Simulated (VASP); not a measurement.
# AlRu in VASP: further runs

Runs on AlRu. Level: PBEsol. Tasks: single point.

Everything below comes from runs of VASP 6.6.1. Logs are shortened: lines on timing, memory, paths and dates and some standing lists are left out, and cuts for length are marked.

## 1. The cell of the first run

Symmetry: P4/mmm, No. 123, tetragonal system. Conventional cell: a = 2.962 Å, b = 2.962 Å, c = 2.992 Å, α = 90.00°, β = 90.00°, γ = 90.00°. Within 3.4 Å of Al (site symmetry 4/mmm) lie 8 Ru at 2.57 Å and 6 Al at 2.96 to 2.99 Å. Within 3.4 Å of Ru (site symmetry 4/mmm) lie 8 Al at 2.57 Å and 6 Ru at 2.96 to 2.99 Å.

## 2. Single point, PBEsol (equal xx and yy strain of -1 %)

INCAR

```
PREC = Accurate
ENCUT = 520
EDIFF = 1E-7
ISMEAR = -1
SIGMA = 0.05
LREAL = F
LASPH = T
NELM = 100
ALGO = Normal
ISIF = 2
LWAVE = F
LCHARG = F
GGA = PS
NBANDS = 16
```

KPOINTS

```
regular mesh
0
Gamma
  12 12 12
```

POSCAR

```
AlRu
1.0
    2.9616840000      0.0000000000      0.0000000000
    0.0000000000      2.9616840000      0.0000000000
    0.0000000000      0.0000000000      2.9916000000
Al Ru
1 1
Direct
    0.0000000000      0.0000000000      0.0000000000
    0.5000000000      0.5000000000      0.5000000000
```

Potentials or basis: VASP PAW PBE potentials, release 64 (Al, Ru_pv).

The run is started by

```sh
> cat potpaw_PBE.64/Al/POTCAR potpaw_PBE.64/Ru_pv/POTCAR > POTCAR
> mpirun -np 1 vasp_std > vasp.out
```

OUTCAR:

```text
PREC = Accurate
   ENCUT = 520
   EDIFF = 1E-7
   ISMEAR = -1
   LREAL = F
   LASPH = T
   NELM = 100
   ISIF = 2
   GGA = PS

 ion  position               nearest neighbor table
   1  0.000  0.000  0.000-   2 2.57   2 2.57   2 2.57   2 2.57   2 2.57   2 2.57   2 2.57   2 2.57

   2  0.500  0.500  0.500-   1 2.57   1 2.57   1 2.57   1 2.57   1 2.57   1 2.57   1 2.57   1 2.57

  LATTYP: Found a simple tetragonal cell.
 ALAT       =     2.9616840000
 C/A-ratio  =     1.0101010101

  Lattice vectors:

 A1 = (   2.9616840000,   0.0000000000,   0.0000000000)
 A2 = (   0.0000000000,   2.9616840000,   0.0000000000)
 A3 = (   0.0000000000,   0.0000000000,   2.9916000000)

Analysis of symmetry for initial positions (statically):
=====================================================================
 Subroutine PRICEL returns:
 Original cell was already a primitive cell.

 Routine SETGRP: Setting up the symmetry group for a
 simple tetragonal supercell.

 Subroutine GETGRP returns: Found 16 space group operations
 (whereof 16 operations were pure point group operations)
 out of a pool of 16 trial point group operations.

The static configuration has the point symmetry D_4h.

Analysis of symmetry for dynamics (positions and initial velocities):
=====================================================================
 Subroutine PRICEL returns:
 Original cell was already a primitive cell.

 Routine SETGRP: Setting up the symmetry group for a
 simple tetragonal supercell.

 Subroutine GETGRP returns: Found 16 space group operations
 (whereof 16 operations were pure point group operations)
 out of a pool of 16 trial point group operations.

The dynamic configuration has the point symmetry D_4h.

 Subroutine INISYM returns: Found 16 space group operations
 (whereof 16 operations are pure point group operations),
 and found     1 'primitive' translations

----------------------------------------------------------------------------------------

                                     Primitive cell

  volume of cell :      26.2410

  direct lattice vectors                    reciprocal lattice vectors
     2.961684000  0.000000000  0.000000000     0.337645745  0.000000000  0.000000000
     0.000000000  2.961684000  0.000000000     0.000000000  0.337645745  0.000000000
     0.000000000  0.000000000  2.991600000     0.000000000  0.000000000  0.334269287

  length of vectors
     2.961684000  2.961684000  2.991600000     0.337645745  0.337645745  0.334269287

  position of ions in fractional coordinates (direct lattice)
     0.000000000  0.000000000  0.000000000
     0.500000000  0.500000000  0.500000000

  ion indices of the primitive-cell ions
   primitive index   ion index
                 1           1
                 2           2

----------------------------------------------------------------------------------------

 KPOINTS: regular mesh

Automatic generation of k-mesh.
 Grid dimensions read from file:
 generate k-points for:   12   12   12

 Generating k-lattice:

  Cartesian coordinates                     Fractional coordinates (reciprocal lattice)
     0.028137145  0.000000000  0.000000000     0.083333333  0.000000000  0.000000000
     0.000000000  0.028137145  0.000000000     0.000000000  0.083333333  0.000000000
     0.000000000  0.000000000  0.027855774     0.000000000  0.000000000  0.083333333

  Length of vectors
     0.028137145  0.028137145  0.027855774

  Shift w.r.t. Gamma in fractional coordinates (k-lattice)
     0.000000000  0.000000000  0.000000000

 Subroutine IBZKPT returns following result:
 ===========================================

 Found    196 irreducible k-points:

 Following reciprocal coordinates:
            Coordinates               Weight
  0.000000  0.000000  0.000000      1.000000
  0.083333  0.000000  0.000000      4.000000
  0.166667  0.000000  0.000000      4.000000
  0.250000  0.000000  0.000000      4.000000
  0.333333  0.000000  0.000000      4.000000
  0.416667  0.000000  0.000000      4.000000
[... 16 lines left out ...]
  0.333333  0.333333  0.000000      4.000000
  0.416667  0.333333  0.000000      8.000000
 [... further k-points ...]
   k-points           NKPTS =    196   k-points in BZ     NKDIM =    196   number of bands    NBANDS=     16
   number of dos      NEDOS =    301   number of ions     NIONS =      2
   total plane-waves  NPLWV =  13824
   dimension x,y,z NGX =    24 NGY =   24 NGZ =   24
   dimension x,y,z NGXF=    48 NGYF=   48 NGZF=   48
   ions per type =               1   1
   NGX,Y,Z   is equivalent  to a cutoff of  13.47, 13.47, 13.34 a.u.
   NGXF,Y,Z  is equivalent  to a cutoff of  26.94, 26.94, 26.67 a.u.
 SYSTEM =  unknown system
   PREC   = accura    normal or accurate (medium, high low for compatibility)
   ISTART =      0    job   : 0-new  1-cont  2-samecut
   ICHARG =      2    charge: 1-file 2-atom 10-const
   ISPIN  =      1    spin polarized calculation?
   LNONCOLLINEAR =      F non collinear calculations
   LSORBIT =      F    spin-orbit coupling
   LASPH  =      T    aspherical Exc in radial PAW
   ENCUT  =  520.0 eV  38.22 Ry    6.18 a.u.   5.51  5.51  5.56*2*pi/ulx,y,z
   NELM   =    100;   NELMIN=  2; NELMDL= -5     # of ELM steps
   EDIFF  = 0.1E-06   stopping-criterion for ELM
   LREAL  =      F    real-space projection
   EDIFFG = 0.1E-05   stopping-criterion for IOM
   NSW    =      0    number of steps for IOM
   IBRION =     -1    ionic relax: 0-MD 1-quasi-New 2-CG
   NFREE  =      0    steps in history (QN), initial steepest desc. (CG)
   ISIF   =      2    stress and relaxation
   ISYM   =      2    0-nonsym 1-usesym 2-fastsym
   POTIM  = 0.5000    time-step for ionic-motion
   TEBEG  =    0.0;   TEEND  =   0.0 temperature during run
   PSTRESS=    0.0 pullay stress
   NELECT =      17.0000    total number of electrons
   NUPDOWN=      -1.0000    fix difference up-down
   EMIN   =  10.00;   EMAX   =-10.00  energy-range for DOS
   EFERMI =   0.00;   METHOD = LEGACY
   ISMEAR =    -1;   SIGMA  =   0.05  broadening in eV -4-tet -1-fermi 0-gaus
   EFERMI_NEDOS =   21; number of points for ismear=-14 and -15
   IALGO  =     38    algorithm
   IMIX   =      4    mixing-type and parameters
     AMIX     =   0.40;   BMIX     =  1.00
     AMIX_MAG =   1.60;   BMIX_MAG =  1.00
  volume/ion in A,a.u.               =      13.12        88.54
  Fermi-wavevector in a.u.,A,eV,Ry     =   1.416546  2.676885 27.301502  2.006604
  Thomas-Fermi vector in A             =   2.537870
   LORBIT       =      0    0 simple, 1 ext, 2 COOP (PROOUT), +10 PAW based schemes
   GGA     = PS    functional components
   LHFCALC =     F    Hartree Fock is set to
   AEXX    =    0.0000 exact exchange contribution
   IVDW    =     0    specifies the selected vdW correction
   LEPSILON=     F    determine dielectric tensor
   LRPA    =     F    only Hartree local field effects (RPA)
 non-spin polarized calculation
  energy-cutoff  :      520.00
  volume of cell :       26.24
 maximum number of plane-waves:       739
 NGX is ok and might be reduce to    24
   NGX = 11   NGY = 11   NGZ = 11

 number of electron      16.9999997 magnetization

 Free energy of the ion-electron system (eV)
  ---------------------------------------------------
  ext. energy  EPLUGINS =         0.00000000
  ---------------------------------------------------
  free energy    TOTEN  =       -15.53110750 eV

  energy without entropy =      -15.51958706  energy(sigma->0) =      -15.52534728

 E-fermi :  10.8777     XC(G=0): -12.7913

 val. band max:       10.8754331423   @ k =   0.0833   0.0000   0.0000
 cond. band min:      10.8781789601   @ k =   0.2500   0.0833   0.0833
 fundamental gap:      0.0027458178
 Fermi energy:        10.8776866896

 k-point     1 :       0.0000    0.0000    0.0000
  band No.  band energies     occupation
      1     -30.8474      2.00000
      2     -30.8324      2.00000
      3     -30.8324      2.00000
      4       1.0802      2.00000
      5       7.1773      2.00000
      6       7.1847      2.00000
[... 8 lines left out ...]
     15      22.8708      0.00000
     16      26.3497      0.00000

 k-point     2 :       0.0833    0.0000    0.0000
  band No.  band energies     occupation
      1     -30.8484      2.00000
      2     -30.8461      2.00000
      3     -30.8311      2.00000
      4       1.2170      2.00000
      5       7.2272      2.00000
      6       7.2355      2.00000
[... 8 lines left out ...]
     15      22.8720      0.00000
     16      26.7867      0.00000

 k-point     3 :       0.1667    0.0000    0.0000
  band No.  band energies     occupation
      1     -30.8917      2.00000
      2     -30.8424      2.00000
      3     -30.8274      2.00000
      4       1.6183      2.00000
      5       7.3377      2.00000
      6       7.3658      2.00000
[... 8 lines left out ...]
     15      23.2915      0.00000
     16      28.1434      0.00000

 k-point     4 :       0.2500    0.0000    0.0000
  band No.  band energies     occupation
      1     -30.9506      2.00000
      2     -30.8373      2.00000
      3     -30.8224      2.00000
      4       2.2584      2.00000
      5       7.3248      2.00000
      6       7.5660      2.00000
[... 8 lines left out ...]
     15      23.8430      0.00000
     16      27.4540      0.00000
[... 324 lines left out ...]
 k-point    22 :       0.5000    0.2500    0.0000
  band No.  band energies     occupation
      1     -31.0519      2.00000
      2     -30.9255      2.00000
      3     -30.8168      2.00000
      4       5.1137      2.00000
      5       6.1366      2.00000
      6       8.6745      2.00000
[... 8 lines left out ...]
     15      22.8745      0.00000
     16      24.5807      0.00000

 k-point    23 :       0.3333    0.3333    0.0000
  band No.  band energies     occupation
      1     -30.9904      2.00000
      2     -30.9862      2.00000
      3     -30.8168      2.00000
      4       4.4422      2.00000
      5       6.9463      2.00000
      6       8.7020      2.00000
[... 8 lines left out ...]
     15      23.5687      0.00000
     16      25.7257      0.00000

 k-point    24 :       0.4167    0.3333    0.0000
  band No.  band energies     occupation
      1     -31.0294      2.00000
      2     -30.9832      2.00000
      3     -30.8130      2.00000
      4       4.8071      2.00000
      5       6.8767      2.00000
      6       8.9593      2.00000
[... 8 lines left out ...]
     15      23.3331      0.00000
     16      26.1190      0.00000

 [... further k-points ...]

------------------------ aborting loop because EDIFF is reached ----------------------------------------

  FORCE on cell =-STRESS in cart. coord.  units (eV):
  Direction    XX          YY          ZZ          XY          YZ          ZX
  --------------------------------------------------------------------------------------
  -------------------------------------------------------------------------------------
  Total        0.2694073      0.2694073     -0.0408147      0.0000000      0.0000000      0.0000000
  in kB       16.4489826     16.4489826     -2.4919909      0.0000000      0.0000000      0.0000000
  external PRESSURE =      10.1353247 kB  Pullay stress =       0.0000000 kB

 VOLUME and BASIS-vectors are now :
 -----------------------------------------------------------------------------
  energy-cutoff  :      520.00
  volume of cell :       26.24
      direct lattice vectors                 reciprocal lattice vectors
     2.961684000  0.000000000  0.000000000     0.337645745  0.000000000  0.000000000
     0.000000000  2.961684000  0.000000000     0.000000000  0.337645745  0.000000000
     0.000000000  0.000000000  2.991600000     0.000000000  0.000000000  0.334269287

 POSITION                                       TOTAL-FORCE (eV/Angst)
 -----------------------------------------------------------------------------------
      0.00000      0.00000      0.00000         0.000000      0.000000      0.000000
      1.48084      1.48084      1.49580         0.000000      0.000000      0.000000
 -----------------------------------------------------------------------------------
    total drift:                                0.000000     -0.000000     -0.000000

  FREE ENERGIE OF THE ION-ELECTRON SYSTEM (eV)
  ---------------------------------------------------
  free  energy   TOTEN  =       -15.5311074978 eV

  energy  without entropy=      -15.5195870609  energy(sigma->0) =      -15.52534728
```

Wall time 63 s (1 thread of Intel Xeon 8259CL, shared host); peak memory 0.2 GiB.

Results:

```yaml
Free_energy: -15.5311 eV
Pressure: 1.0 GPa
Band_gap_on_the_k_mesh: zero (an odd number of electrons rules out a gap without spin polarisation)
```

Levels at points of the mesh, in eV from the Fermi level:
| k point | band 7 | band 8 | band 9 | band 10 | band 11 | band 12 |
| --- | --- | --- | --- | --- | --- | --- |
| (0.00, 0.00, 0.00) | 0.18 | 0.18 | 0.24 | 5.97 | 6.28 | 6.28 |
| (0.50, 0.00, 0.00) | -1.72 | -1.60 | 0.45 | 2.42 | 7.44 | 10.93 |
| (0.50, 0.50, 0.00) | -1.34 | -1.26 | -1.26 | 1.63 | 5.51 | 6.53 |
| (0.00, 0.00, 0.50) | -1.60 | -1.60 | 0.49 | 2.24 | 7.45 | 11.20 |
| (0.50, 0.00, 0.50) | -1.36 | -1.18 | -1.15 | 1.56 | 5.37 | 6.47 |
| (0.50, 0.50, 0.50) | 1.64 | 1.72 | 2.73 | 4.11 | 4.18 | 4.18 |

Caveat: the cell differs from its parent crystal (equal xx and yy strain of -1 %); the PAW data sets were made with another functional, which shifts forces and pressure a little.

## 3. Single point, PBEsol (equal xy, yz and zx shear strains of -2 %)

INCAR

```
SYSTEM = AlRu
PREC     = Accurate       ! precision mode
ENCUT    = 520            ! plane-wave cutoff, eV
EDIFF    = 1E-6           ! SCF threshold, eV
ISMEAR   = -1             ! smearing method
SIGMA    = 0.05           ! smearing width, eV
LREAL    = .False.        ! projectors in reciprocal space
LASPH    = .True.         ! aspherical terms in the spheres
NELM     = 80             ! most SCF steps
ALGO     = Normal         ! electronic algorithm
ISIF     = 2              ! what is computed and relaxed
LWAVE    = .False.        ! write WAVECAR
LCHARG   = .True.         ! write CHGCAR
GGA      = PS             ! functional
LELF     = .True.         ! ELF
LVHAR    = .True.       
NBANDS   = 16             ! bands
```

KPOINTS

```
Automatic mesh
0
Gamma
  12 12 12
  0 0 0
```

POSCAR

```
AlRu
1.0
    2.9916000000     -0.0299160000     -0.0299160000
   -0.0299160000      2.9916000000     -0.0299160000
   -0.0299160000     -0.0299160000      2.9916000000
Al Ru
1 1
Direct
    0.0000000000      0.0000000000      0.0000000000
    0.5000000000      0.5000000000      0.5000000000
```

Potentials or basis: VASP PAW PBE potentials, release 64 (Al, Ru_pv).

The run is started by

```sh
> cat potpaw_PBE.64/Al/POTCAR potpaw_PBE.64/Ru_pv/POTCAR > POTCAR
> mpirun -np 1 vasp_std > vasp.out
```

Wall time 62 s (1 thread of Intel Xeon 8259CL, shared host); peak memory 0.2 GiB.

It converged, with:

```
Free energy            : -15.5148 eV
Pressure               : -3.1 GPa
Band gap on the k mesh : zero (an odd number of electrons rules out a gap without spin polarisation)
```

Stress tensor (GPa, compression positive):
```
-3.08  2.79  2.79
 2.79 -3.08  2.79
 2.79  2.79 -3.08
```

Levels at points of the mesh, in eV from the Fermi level:
```tsv
k point	band 7	band 8	band 9	band 10	band 11	band 12
(0.00, 0.00, 0.00)	0.09	0.23	0.23	6.06	6.10	6.10
(0.50, 0.00, 0.00)	-1.66	-1.52	0.44	2.29	7.45	10.96
(0.50, 0.50, 0.00)	-1.21	-1.16	-1.15	1.53	5.26	6.32
(0.50, 0.50, 0.50)	1.63	1.63	2.57	3.95	3.95	4.49
```

Caveat: the cell differs from its parent crystal (equal xy, yz and zx shear strains of -2 %); the cell stands under tension; the PAW data sets were made with another functional, which shifts forces and pressure a little.

(Part 1 of 2 ends here.)
